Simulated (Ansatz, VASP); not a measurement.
## Mg2CdSe3 in VASP and in Ansatz

```
Mg Cd Se
1.0
     3.95764    0.00000    0.00000
    -1.97882    3.42741    0.00000
     0.00000    0.00000    9.68329
Mg Cd Se
2 1 3
Cartesian
  0.0000 2.2849 6.4152
  1.9788 1.1425 3.2681
  0.0000 0.0000 0.0000
  0.0000 0.0000 4.8416
  0.0000 2.2849 1.7026
  1.9788 1.1425 7.9807
```

Alike in both runs: functional PBE; k mesh 6 × 6 × 2; occupations gaussian, width 0.1 eV; no spin polarisation.

Ansatz relaxed the structure, and its values are those at the end. VASP's run is a single point on that final structure, the one shown.

```csv
,VASP,Ansatz
version,VASP 6.6.1,Ansatz 0.2.0
potentials or method,"VASP PAW PBE potentials, release 64 (Mg, Cd, Se), cutoff 520 eV","scalar-relativistic, plane waves, PAW"
valence electrons in the cell,34,88
```

```csv
,VASP,Ansatz,Ansatz less VASP
gap on the k mesh at the Fermi level (eV),0.86,0.87,+0.016
least direct gap on the mesh (eV),1.50,1.51,+0.014
pressure (GPa),-0.1,-0.1,-0.04
rms of the force components (eV/Å),0.018,0.009,-0.0087
```

VASP's potentials hold 34 valence electrons a cell and Ansatz's 88, so a difference there can come from the potentials and not from the codes.
